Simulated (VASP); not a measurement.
Set up this calculation in VASP 6.6.1, as the native input.

```yaml
Task: single point
Functional: PBE
Potentials_or_basis: VASP PAW PBE potentials, release 64 (Te, Mo_sv)
Cutoff: 520 eV
k_mesh: 12 × 12 × 2
Occupations: gaussian, width 0.05 eV
Spin: no spin polarisation
Dipole_correction: no
Further_INCAR_settings: ALGO = Normal; EDIFF = 1e-06; NBANDS = 35
```

The structure of Te2Mo lies in POSCAR:

```
Te2Mo
1.0
    3.5570664331      0.0000000000      0.0000000000
   -1.7785332165      3.0805098940      0.0000000000
    0.0000000000      0.0000000000     15.2047186580
Te Mo
4 2
Direct
    0.2846400958      0.5692801916      0.6113636383
    0.6666666667      0.3333333333      0.1310943552
    0.3333333333      0.6666666667      0.8689056448
    0.6666666667      0.3333333333      0.3689056448
    0.3333333333      0.6666666667      0.2500000000
    0.6666666667      0.3333333333      0.7500000000
```

This cell differs from its parent crystal: atom 1 (Te) moved by (-0.300, -0.300) A along y and z.

The input as run:

INCAR

```
  ALGO = Normal
  EDIFF = 1E-6
  ENCUT = 520
  GGA = PE
  ISIF = 2
  ISMEAR = 0
  LASPH = True
  LCHARG = False
  LREAL = False
  LWAVE = False
  NBANDS = 35
  NELM = 60
  PREC = Accurate
  SIGMA = 0.05
```

KPOINTS

```
k-points
0
Gamma
  12 12 2
```

Potentials or basis: VASP PAW PBE potentials, release 64 (Te, Mo_sv).

Launch:

```bash
$ cat potpaw_PBE.64/Te/POTCAR potpaw_PBE.64/Mo_sv/POTCAR > POTCAR
$ mpirun -np 1 vasp_std > vasp.out
```

Results of the run:

| Quantity | Value |
| --- | --- |
| Pressure | -2.6 GPa |
| Largest force | 2.159 eV/Å |
| Band gap on the k mesh | 0.51 eV, indirect (least direct gap 0.89 eV) |

Caveat: the cell differs from its parent crystal (atom 1 (Te) moved by (-0.300, -0.300) A along y and z); spin-orbit coupling is left out, which moves the levels of the heavy elements; this functional lacks dispersion, which binds the layers, so the pressure and a relaxed spacing across them are unreliable; forces of over 1 eV/Å act on the atoms, so gaps and moduli don't describe the material at rest.

Run time: 5.5 min on 1 thread of Intel(R) Xeon(R) 6975P-C (Granite Rapids) (shared host), peak memory 0.57 GiB.
